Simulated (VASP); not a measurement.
# InC3S (Pm-3m) in VASP: further runs

InC3S is run at these levels: PBE; tasks: single point, relaxation of cell and atoms.

Everything below comes from runs of VASP 6.6.1. Logs are shortened: lines on timing, memory, paths and dates and some standing lists are left out, and cuts for length are marked.

## (1) The cell of the first run

Symmetry: Pm-3m, No. 221, cubic system. The conventional cell has a = 3.767 Å, b = 3.767 Å, c = 3.767 Å, α = 90.00°, β = 90.00°, γ = 90.00°. Within 3.5 Å of In (site symmetry m-3m) lie 12 C at 2.66 Å and 8 S at 3.26 Å. Within 2.5 Å of C (site symmetry 4/mmm) lie 2 S at 1.88 Å. Within 2.5 Å of S (site symmetry m-3m) lie 6 C at 1.88 Å.

## (2) Single point, PBE

File INCAR:

```
PREC = Accurate
ENCUT = 520
EDIFF = 1E-6
ISMEAR = 0
SIGMA = 0.1
LREAL = False
LASPH = True
NELM = 100
ALGO = Normal
ISIF = 2
LWAVE = False
LCHARG = False
GGA = PE
NBANDS = 24
```

File KPOINTS:

```
regular mesh
0
Gamma
  10 10 10
```

File POSCAR:

```
InC3S
1.0
    3.7674939575      0.0000000000      0.0000000000
    0.0000000000      3.7674939575      0.0000000000
    0.0000000000      0.0000000000      3.7674939575
In C S
1 3 1
Direct
    0.0000000000      0.0000000000      0.0000000000
    0.0000000000      0.5000000000      0.5000000000
    0.5000000000      0.5000000000      0.0000000000
    0.5000000000      0.0000000000      0.5000000000
    0.5000000000      0.5000000000      0.5000000000
```

Potentials or basis: VASP PAW PBE potentials, release 64 (In_d, C, S).

The run is started by

```bash
cat potpaw_PBE.64/In_d/POTCAR potpaw_PBE.64/C/POTCAR potpaw_PBE.64/S/POTCAR > POTCAR
mpirun -np 1 vasp_std > vasp.out
```

OUTCAR:

```text
PREC = Accurate
   ENCUT = 520
   EDIFF = 1E-6
   ISMEAR = 0
   LREAL = False
   LASPH = True
   NELM = 100
   ISIF = 2
   GGA = PE

 ion  position               nearest neighbor table
   1  0.000  0.000  0.000-   2 2.66   3 2.66   4 2.66   2 2.66   4 2.66   2 2.66   3 2.66   2 2.66
                             3 2.66   4 2.66   4 2.66   3 2.66   5 3.26   5 3.26   5 3.26   5 3.26
   2  0.000  0.500  0.500-   5 1.88   5 1.88   1 2.66   1 2.66   1 2.66   1 2.66
   3  0.500  0.500  0.000-   5 1.88   5 1.88   1 2.66   1 2.66   1 2.66   1 2.66
   4  0.500  0.000  0.500-   5 1.88   5 1.88   1 2.66   1 2.66   1 2.66   1 2.66
   5  0.500  0.500  0.500-   2 1.88   3 1.88   4 1.88   3 1.88   4 1.88   2 1.88   1 3.26   1 3.26
                             1 3.26   1 3.26   1 3.26   1 3.26   1 3.26   1 3.26

  LATTYP: Found a simple cubic cell.
 ALAT       =     3.7674939575

  Lattice vectors:

 A1 = (   3.7674939575,   0.0000000000,   0.0000000000)
 A2 = (   0.0000000000,   3.7674939575,   0.0000000000)
 A3 = (   0.0000000000,   0.0000000000,   3.7674939575)

Analysis of symmetry for initial positions (statically):
=====================================================================
 Subroutine PRICEL returns:
 Original cell was already a primitive cell.

 Routine SETGRP: Setting up the symmetry group for a
 simple cubic supercell.

 Subroutine GETGRP returns: Found 48 space group operations
 (whereof 48 operations were pure point group operations)
 out of a pool of 48 trial point group operations.

The static configuration has the point symmetry O_h .

Analysis of symmetry for dynamics (positions and initial velocities):
=====================================================================
 Subroutine PRICEL returns:
 Original cell was already a primitive cell.

 Routine SETGRP: Setting up the symmetry group for a
 simple cubic supercell.

 Subroutine GETGRP returns: Found 48 space group operations
 (whereof 48 operations were pure point group operations)
 out of a pool of 48 trial point group operations.

The dynamic configuration has the point symmetry O_h .

 Subroutine INISYM returns: Found 48 space group operations
 (whereof 48 operations are pure point group operations),
 and found     1 'primitive' translations

----------------------------------------------------------------------------------------

                                     Primitive cell

  volume of cell :      53.4758

  direct lattice vectors                    reciprocal lattice vectors
     3.767493958  0.000000000  0.000000000     0.265428428  0.000000000  0.000000000
     0.000000000  3.767493958  0.000000000     0.000000000  0.265428428  0.000000000
     0.000000000  0.000000000  3.767493958     0.000000000  0.000000000  0.265428428

  length of vectors
     3.767493958  3.767493958  3.767493958     0.265428428  0.265428428  0.265428428

  position of ions in fractional coordinates (direct lattice)
     0.000000000  0.000000000  0.000000000
     0.000000000  0.500000000  0.500000000
     0.500000000  0.500000000  0.000000000
     0.500000000  0.000000000  0.500000000
     0.500000000  0.500000000  0.500000000

  ion indices of the primitive-cell ions
   primitive index   ion index
                 1           1
                 2           2
                 3           3
                 4           4
                 5           5

----------------------------------------------------------------------------------------

 KPOINTS: regular mesh

Automatic generation of k-mesh.
 Grid dimensions read from file:
 generate k-points for:   10   10   10

 Generating k-lattice:

  Cartesian coordinates                     Fractional coordinates (reciprocal lattice)
     0.026542843  0.000000000  0.000000000     0.100000000  0.000000000  0.000000000
     0.000000000  0.026542843  0.000000000     0.000000000  0.100000000  0.000000000
     0.000000000  0.000000000  0.026542843     0.000000000  0.000000000  0.100000000

  Length of vectors
     0.026542843  0.026542843  0.026542843

  Shift w.r.t. Gamma in fractional coordinates (k-lattice)
     0.000000000  0.000000000  0.000000000

 Subroutine IBZKPT returns following result:
 ===========================================

 Found     56 irreducible k-points:

 Following reciprocal coordinates:
            Coordinates               Weight
  0.000000  0.000000  0.000000      1.000000
  0.100000  0.000000  0.000000      6.000000
  0.200000  0.000000  0.000000      6.000000
  0.300000  0.000000  0.000000      6.000000
  0.400000  0.000000  0.000000      6.000000
  0.500000  0.000000  0.000000      3.000000
[... 16 lines left out ...]
  0.200000  0.100000  0.100000     24.000000
  0.300000  0.100000  0.100000     24.000000
 [... further k-points ...]
   k-points           NKPTS =     56   k-points in BZ     NKDIM =     56   number of bands    NBANDS=     24
   number of dos      NEDOS =    301   number of ions     NIONS =      5
   total plane-waves  NPLWV =  21952
   dimension x,y,z NGX =    28 NGY =   28 NGZ =   28
   dimension x,y,z NGXF=    56 NGYF=   56 NGZF=   56
   ions per type =               1   3   1
   NGX,Y,Z   is equivalent  to a cutoff of  12.36, 12.36, 12.36 a.u.
   NGXF,Y,Z  is equivalent  to a cutoff of  24.71, 24.71, 24.71 a.u.
 SYSTEM =  unknown system
   PREC   = accura    normal or accurate (medium, high low for compatibility)
   ISTART =      0    job   : 0-new  1-cont  2-samecut
   ICHARG =      2    charge: 1-file 2-atom 10-const
   ISPIN  =      1    spin polarized calculation?
   LNONCOLLINEAR =      F non collinear calculations
   LSORBIT =      F    spin-orbit coupling
   LASPH  =      T    aspherical Exc in radial PAW
   ENCUT  =  520.0 eV  38.22 Ry    6.18 a.u.   7.01  7.01  7.01*2*pi/ulx,y,z
   NELM   =    100;   NELMIN=  2; NELMDL= -5     # of ELM steps
   EDIFF  = 0.1E-05   stopping-criterion for ELM
   LREAL  =      F    real-space projection
   EDIFFG = 0.1E-04   stopping-criterion for IOM
   NSW    =      0    number of steps for IOM
   IBRION =     -1    ionic relax: 0-MD 1-quasi-New 2-CG
   NFREE  =      0    steps in history (QN), initial steepest desc. (CG)
   ISIF   =      2    stress and relaxation
   ISYM   =      2    0-nonsym 1-usesym 2-fastsym
   POTIM  = 0.5000    time-step for ionic-motion
   TEBEG  =    0.0;   TEEND  =   0.0 temperature during run
   PSTRESS=    0.0 pullay stress
   NELECT =      31.0000    total number of electrons
   NUPDOWN=      -1.0000    fix difference up-down
   EMIN   =  10.00;   EMAX   =-10.00  energy-range for DOS
   EFERMI =   0.00;   METHOD = LEGACY
   ISMEAR =     0;   SIGMA  =   0.10  broadening in eV -4-tet -1-fermi 0-gaus
   EFERMI_NEDOS =   21; number of points for ismear=-14 and -15
   IALGO  =     38    algorithm
   IMIX   =      4    mixing-type and parameters
     AMIX     =   0.40;   BMIX     =  1.00
     AMIX_MAG =   1.60;   BMIX_MAG =  1.00
  volume/ion in A,a.u.               =      10.70        72.17
  Fermi-wavevector in a.u.,A,eV,Ry     =   1.365032  2.579536 25.351904  1.863312
  Thomas-Fermi vector in A             =   2.491296
   LORBIT       =      0    0 simple, 1 ext, 2 COOP (PROOUT), +10 PAW based schemes
   GGA     = PE    functional components
   LHFCALC =     F    Hartree Fock is set to
   AEXX    =    0.0000 exact exchange contribution
   IVDW    =     0    specifies the selected vdW correction
   LEPSILON=     F    determine dielectric tensor
   LRPA    =     F    only Hartree local field effects (RPA)
 non-spin polarized calculation
 Gauss-broadening in eV      SIGMA  =   0.10
  energy-cutoff  :      520.00
  volume of cell :       53.48
 maximum number of plane-waves:      1472
   NGX = 15   NGY = 15   NGZ = 15

 number of electron      30.9999994 magnetization

 Free energy of the ion-electron system (eV)
  ---------------------------------------------------
  ext. energy  EPLUGINS =         0.00000000
  ---------------------------------------------------
  free energy    TOTEN  =       -21.95820076 eV

  energy without entropy =      -21.94138270  energy(sigma->0) =      -21.94979173

 E-fermi :   9.4338     XC(G=0): -12.1112

 val. band max:        9.3969921005   @ k =   0.3000   0.3000   0.1000
 cond. band min:       9.4340168793   @ k =   0.3000   0.1000   0.0000
 fundamental gap:      0.0370247787
 Fermi energy:         9.4338428945

 k-point     1 :       0.0000    0.0000    0.0000
  band No.  band energies     occupation
      1      -9.9082      2.00000
      2      -4.9999      2.00000
      3      -4.9999      2.00000
      4      -4.7847      2.00000
      5      -4.7847      2.00000
      6      -4.7847      2.00000
[... 16 lines left out ...]
     23      18.9073      0.00000
     24      18.9073      0.00000

 k-point     2 :       0.1000    0.0000    0.0000
  band No.  band energies     occupation
      1      -9.8530      2.00000
      2      -4.9941      2.00000
      3      -4.9931      2.00000
      4      -4.7970      2.00000
      5      -4.7970      2.00000
      6      -4.7840      2.00000
[... 16 lines left out ...]
     23      18.1822      0.00000
     24      19.1765      0.00000

 k-point     3 :       0.2000    0.0000    0.0000
  band No.  band energies     occupation
      1      -9.6982      2.00000
      2      -4.9869      2.00000
      3      -4.9754      2.00000
      4      -4.8287      2.00000
      5      -4.8287      2.00000
      6      -4.7824      2.00000
[... 16 lines left out ...]
     23      18.0148      0.00000
     24      19.9020      0.00000
[... 514 lines left out ...]
 k-point    23 :       0.2000    0.1000    0.1000
  band No.  band energies     occupation
      1      -9.5931      2.00000
      2      -4.9688      2.00000
      3      -4.9649      2.00000
      4      -4.8407      2.00000
      5      -4.8309      2.00000
      6      -4.8039      2.00000
[... 16 lines left out ...]
     23      18.2528      0.00000
     24      18.6708      0.00000

 k-point    24 :       0.3000    0.1000    0.1000
  band No.  band energies     occupation
      1      -9.3816      2.00000
      2      -4.9831      2.00000
      3      -4.9469      2.00000
      4      -4.8809      2.00000
      5      -4.8491      2.00000
      6      -4.7999      2.00000
[... 16 lines left out ...]
     23      18.1926      0.00000
     24      18.7299      0.00000

 [... further k-points ...]
[... 5 lines left out ...]
  --------------------------------------------------------------------------------------
  -------------------------------------------------------------------------------------
  Total       -0.0281648     -0.0281648     -0.0281648     -0.0000000     -0.0000000     -0.0000000
  in kB       -0.8438388     -0.8438388     -0.8438388     -0.0000000     -0.0000000     -0.0000000
  external PRESSURE =      -0.8438388 kB  Pullay stress =       0.0000000 kB

 VOLUME and BASIS-vectors are now :
 -----------------------------------------------------------------------------
  energy-cutoff  :      520.00
  volume of cell :       53.48
      direct lattice vectors                 reciprocal lattice vectors
     3.767493958  0.000000000  0.000000000     0.265428428  0.000000000  0.000000000
     0.000000000  3.767493958  0.000000000     0.000000000  0.265428428  0.000000000
     0.000000000  0.000000000  3.767493958     0.000000000  0.000000000  0.265428428

 POSITION                                       TOTAL-FORCE (eV/Angst)
 -----------------------------------------------------------------------------------
      0.00000      0.00000      0.00000         0.000000      0.000000      0.000000
      0.00000      1.88375      1.88375         0.000000      0.000000      0.000000
      1.88375      1.88375      0.00000         0.000000      0.000000      0.000000
      1.88375      0.00000      1.88375         0.000000      0.000000      0.000000
      1.88375      1.88375      1.88375         0.000000      0.000000      0.000000
 -----------------------------------------------------------------------------------
    total drift:                               -0.000000      0.000000      0.000000

  FREE ENERGIE OF THE ION-ELECTRON SYSTEM (eV)
  ---------------------------------------------------
  free  energy   TOTEN  =       -21.9582007613 eV

  energy  without entropy=      -21.9413826960  energy(sigma->0) =      -21.94979173
```

Run time: 52 s. Hardware: 1 thread of Intel Xeon Platinum 8375C at 2.90GHz (Ice Lake), shared host; peak memory 0.2 GiB.

What came out:

```
Free energy : -21.9582 eV
Pressure    : -0.1 GPa
```

Caveat: spin-orbit coupling is left out, which moves the levels of the heavy elements.

## (3) Relaxation of cell and atoms, PBE

This run uses another cell than the first one, of 10.52 Å³/atom, 0.984 times its volume.

File INCAR:

```
SYSTEM = InC3S
ALGO     = Normal         ! electronic algorithm
EDIFF    = 1E-6           ! SCF threshold, eV
EDIFFG   = -0.01          ! ionic threshold
ENCUT    = 600            ! plane-wave cutoff, eV
GGA      = PE             ! functional
IBRION   = 2              ! ionic algorithm
ISIF     = 3              ! what is computed and relaxed
ISMEAR   = 0              ! smearing method
LASPH    = .True.         ! aspherical terms in the spheres
LCHARG   = .False.        ! write CHGCAR
LREAL    = .False.        ! projectors in reciprocal space
LWAVE    = .False.        ! write WAVECAR
NELM     = 100            ! most SCF steps
NSW      = 100            ! ionic steps
PREC     = Accurate       ! precision mode
SIGMA    = 0.1            ! smearing width, eV
```

File KPOINTS:

```
k-points
0
Gamma
  10 10 10
  0 0 0
```

POSCAR, as its differences from that of step 2:

```diff
@@ -2,5 +2,5 @@
 1.0
-    3.7674939575      0.0000000000      0.0000000000
-    0.0000000000      3.7674939575      0.0000000000
-    0.0000000000      0.0000000000      3.7674939575
+    3.7472708181      0.0000000000      0.0000000000
+    0.0000000000      3.7472708181      0.0000000000
+    0.0000000000      0.0000000000      3.7472708181
 In C S
```

Potentials or basis: VASP PAW PBE potentials, release 64 (In_d, C, S).

The run is started by

```bash
cat potpaw_PBE.64/In_d/POTCAR potpaw_PBE.64/C/POTCAR potpaw_PBE.64/S/POTCAR > POTCAR
mpirun -np 1 vasp_std > vasp.out
```

OUTCAR:

```text
SYSTEM = InC3S
   EDIFF = 1E-6
   EDIFFG = -0.01
   ENCUT = 600
   GGA = PE
   IBRION = 2
   ISIF = 3
   ISMEAR = 0
   LASPH = .True.
   LREAL = .False.
   NELM = 100
   NSW = 100
   PREC = Accurate

 ion  position               nearest neighbor table
   1  0.000  0.000  0.000-   2 2.65   3 2.65   4 2.65   2 2.65   4 2.65   2 2.65   3 2.65   2 2.65
                             3 2.65   4 2.65   4 2.65   3 2.65   5 3.25   5 3.25   5 3.25   5 3.25
   2  0.000  0.500  0.500-   5 1.87   5 1.87   1 2.65   1 2.65   1 2.65   1 2.65
   3  0.500  0.500  0.000-   5 1.87   5 1.87   1 2.65   1 2.65   1 2.65   1 2.65
   4  0.500  0.000  0.500-   5 1.87   5 1.87   1 2.65   1 2.65   1 2.65   1 2.65
   5  0.500  0.500  0.500-   2 1.87   3 1.87   4 1.87   3 1.87   4 1.87   2 1.87   1 3.25   1 3.25
                             1 3.25   1 3.25   1 3.25   1 3.25   1 3.25   1 3.25

  LATTYP: Found a simple cubic cell.
 ALAT       =     3.7472708181

  Lattice vectors:
[... 269 lines left out ...]
  ext. energy  EPLUGINS =         0.00000000
  ---------------------------------------------------
  free energy    TOTEN  =       -21.95966288 eV

  energy without entropy =      -21.94284558  energy(sigma->0) =      -21.95125423

 E-fermi :   9.4464     XC(G=0): -12.1157

 val. band max:        9.4456976592   @ k =   0.3000   0.1000   0.0000
 cond. band min:       9.4486165335   @ k =   0.1000   0.0000   0.0000
 fundamental gap:      0.0029188743
 Fermi energy:         9.4463655218

 k-point     1 :       0.0000    0.0000    0.0000
  band No.  band energies     occupation
      1      -9.9054      2.00000
      2      -4.9873      2.00000
      3      -4.9873      2.00000
      4      -4.7713      2.00000
      5      -4.7713      2.00000
      6      -4.7713      2.00000
[... 505 lines left out ...]
      6      -4.7866      2.00000
[... 11 lines left out ...]
     18       9.8604      0.00000
     19      13.9508      0.00000

 [... further k-points ...]
[... 5 lines left out ...]
  --------------------------------------------------------------------------------------
  -------------------------------------------------------------------------------------
  Total       -0.0129881     -0.0129881     -0.0129881     -0.0000000      0.0000000     -0.0000000
  in kB       -0.3894918     -0.3894918     -0.3894918     -0.0000000      0.0000000     -0.0000000
  external PRESSURE =      -0.3894918 kB  Pullay stress =       0.0000000 kB
[... 20 lines left out ...]
  FREE ENERGIE OF THE ION-ELECTRON SYSTEM (eV)
  ---------------------------------------------------
  free  energy   TOTEN  =       -21.9596628833 eV

  energy  without entropy=      -21.9428455808  energy(sigma->0) =      -21.95125423

 reached required accuracy - stopping structural energy minimisation
```

CONTCAR:

```text
InC3S
   1.00000000000000
     3.7663381539934084   -0.0000000000000000    0.0000000000000000
    -0.0000000000000000    3.7663381539934084   -0.0000000000000000
     0.0000000000000000   -0.0000000000000000    3.7663381539934084
  In              C               S
     1     3     1
Direct
     0.0000000000000000    0.0000000000000000    0.0000000000000000
     0.0000000000000000    0.5000000000000000    0.5000000000000000
     0.5000000000000000    0.5000000000000000    0.0000000000000000
     0.5000000000000000    0.0000000000000000    0.5000000000000000
     0.5000000000000000    0.5000000000000000    0.5000000000000000

  0.00000000E+00  0.00000000E+00  0.00000000E+00
  0.00000000E+00  0.00000000E+00  0.00000000E+00
  0.00000000E+00  0.00000000E+00  0.00000000E+00
  0.00000000E+00  0.00000000E+00  0.00000000E+00
  0.00000000E+00  0.00000000E+00  0.00000000E+00
```

Wall time 1.9 min (1 thread of Intel Xeon Platinum 8375C at 2.90GHz (Ice Lake), shared host); peak memory 0.22 GiB.

What came out:

```yaml
Free_energy: -21.9597 eV
Relaxed_volume: 10.69 Å³/atom
Relaxed_cell: a = 3.766 Å, b = 3.766 Å, c = 3.766 Å, α = 90.00°, β = 90.00°, γ = 90.00°
Space_group_after_relaxing_to_0.05_Å: Pm-3m (No. 221)
Energy_gained_by_relaxing: 1.0 meV/atom
Ionic_steps: 3
Pressure_after_relaxing: 0.0 GPa
```

Step by step:
```tsv
step	energy change (eV)	largest force (eV/Å)	pressure (GPa)	volume (Å³)
1	0.0000	0.0000	1.95	52.62
2	-0.0046	0.0000	-0.40	53.60
3	-0.0049	0.0000	-0.04	53.43
```

Final structure:
```cif
data_structure
_symmetry_space_group_name_H-M 'P 1'
_symmetry_Int_Tables_number 1
_cell_length_a 3.7663
_cell_length_b 3.7663
_cell_length_c 3.7663
_cell_angle_alpha 90.000
_cell_angle_beta 90.000
_cell_angle_gamma 90.000
_cell_volume 53.43
loop_
_atom_site_label
_atom_site_type_symbol
_atom_site_fract_x
_atom_site_fract_y
_atom_site_fract_z
_atom_site_occupancy
In1 In 0.00000 0.00000 0.00000 1
C1 C 0.00000 0.50000 0.50000 1
C2 C 0.50000 0.50000 0.00000 1
C3 C 0.50000 0.00000 0.50000 1
S1 S 0.50000 0.50000 0.50000 1
```

Caveat: spin-orbit coupling is left out, which moves the levels of the heavy elements.
